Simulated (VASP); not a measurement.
**WC (WC type): single point with PBE**

The system is WC (WC type).

```
W C
1.0
     2.92236    0.00000    0.00000
    -1.46118    2.53084    0.00000
     0.00000    0.00000    2.84629
W C
1 1
Direct
  0.00000 0.00000 0.00000
  0.33333 0.66667 0.50000
```

- Program: VASP 6.6.1
- Task: single point
- Functional: PBE
- Potentials or basis: VASP PAW PBE potentials, release 64 (W_sv, C)
- Cutoff: 520 eV
- k mesh: 17 × 17 × 15
- Occupations: fermi-dirac, width 0.1 eV
- Spin: no spin polarisation
- Dipole correction: no
- Further INCAR settings: ALGO = Normal; EDIFF = 1e-06; NBANDS = 16

```yaml
Pressure: 1.0 GPa
Band_gap_on_the_k_mesh: zero (band 9 reaches 11.55 eV, above the bottom of band 10 at 10.32 eV)
```

Stress tensor (GPa, compression positive):
```
0.95 0.00 0.00
0.00 0.95 0.00
0.00 0.00 1.24
```

Levels at points of the mesh, in eV from the Fermi level:
```csv
k point,band 7,band 8,band 9,band 10,band 11,band 12
"(0.00, 0.00, 0.00)",-3.29,-3.29,0.10,3.17,3.17,5.55
```

It took 100 s on 1 thread of Intel Xeon 8259CL, with other jobs on the host, peak memory 0.21 GiB.

Caveat: spin-orbit coupling is left out, which moves the levels of the heavy elements.
